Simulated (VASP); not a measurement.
Set up this calculation in VASP 6.6.1, as the native input.

| Property | Result |
| --- | --- |
| Task | single point |
| Functional | LDA |
| Potentials or basis | VASP PAW LDA potentials, release 64 (Na_pv, Br, Cl) |
| Cutoff | 520 eV |
| k mesh | 9 × 9 × 9 |
| Occupations | gaussian, width 0.05 eV |
| Spin | no spin polarisation |
| Dipole correction | no |
| Further INCAR settings | ALGO = Normal; EDIFF = 1e-07; NBANDS = 22 |

The structure of Na2BrCl lies in POSCAR:

```
Na2BrCl
1.0
    1.9888625555      1.1482703318      6.2384138411
   -1.9888625555      1.1482703318      6.2384138411
    0.0000000000     -2.2965406636      6.2384138411
Na Br Cl
2 1 1
Direct
    0.2545086910      0.2545086910      0.2545086910
    0.7454913090      0.7454913090      0.7454913090
    0.5000000000      0.5000000000      0.5000000000
    0.0000000000      0.0000000000      0.0000000000
```

This cell differs from its parent crystal: strain -0.0400 x Voigt [0, 0, 1, 0, 0, 0].

One way to write it, as run:

INCAR

```
SYSTEM = Na2BrCl
PREC = Accurate ; ENCUT = 520
EDIFF = 1E-7 ; ISMEAR = 0
SIGMA = 0.05 ; LREAL = .FALSE.
LASPH = .TRUE. ; NELM = 60
ALGO = Normal ; ISIF = 2
LWAVE = .FALSE. ; LCHARG = .FALSE.
NBANDS = 22
```

KPOINTS

```
Automatic mesh
0
G
  9 9 9
  0 0 0
```

Potentials or basis: VASP PAW LDA potentials, release 64 (Na_pv, Br, Cl).

Launch:

```console
$ cat potpaw_LDA.64/Na_pv/POTCAR potpaw_LDA.64/Br/POTCAR potpaw_LDA.64/Cl/POTCAR > POTCAR
$ mpirun -np 1 vasp_std > vasp.out
```

It gave:

The pressure is 1.3 GPa and the largest force is 0.020 eV/Å. The band gap on the k mesh is 4.42 eV.

Caveat: the cell differs from its parent crystal (strain -0.0400 x Voigt [0, 0, 1, 0, 0, 0]).

Wall time 4.5 min on 1 thread of Oxide Virtual Turin-like Processor, with other jobs on the host, peak memory 0.33 GiB.
